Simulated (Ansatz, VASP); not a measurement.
## SnTe in VASP and in Ansatz

```
Sn Te
1.0
     0.00000    3.15650    3.15650
     3.15650    0.00000    3.15650
     3.15650    3.15650    0.00000
Sn Te
1 1
Direct
  0.00000 0.00000 0.00000
  0.50000 0.50000 0.50000
```

Alike in both runs: task single point; functional r2SCAN; k mesh 14 × 14 × 14; occupations gaussian, width 0.15 eV; no spin polarisation.

|  | VASP | Ansatz |
| --- | --- | --- |
| version | VASP 6.6.1 | Ansatz 0.2.0 |
| potentials or method | VASP PAW PBE potentials, release 64 (Sn_d, Te), cutoff 520 eV | scalar-relativistic, plane waves, PAW |
| valence electrons in the cell | 20 | 30 |

```csv
,VASP,Ansatz,Ansatz less VASP
gap on the k mesh at the Fermi level (eV),none,none,-
pressure (GPa),1.2,1.2,0.00
```

VASP's potentials were made for PBE, not for r2SCAN. A gap of «none» marks a metal or a gap that the smearing closes. VASP's potentials hold 20 valence electrons a cell and Ansatz's 30, so a difference there can come from the potentials and not from the codes.

Spin-orbit coupling is off throughout.
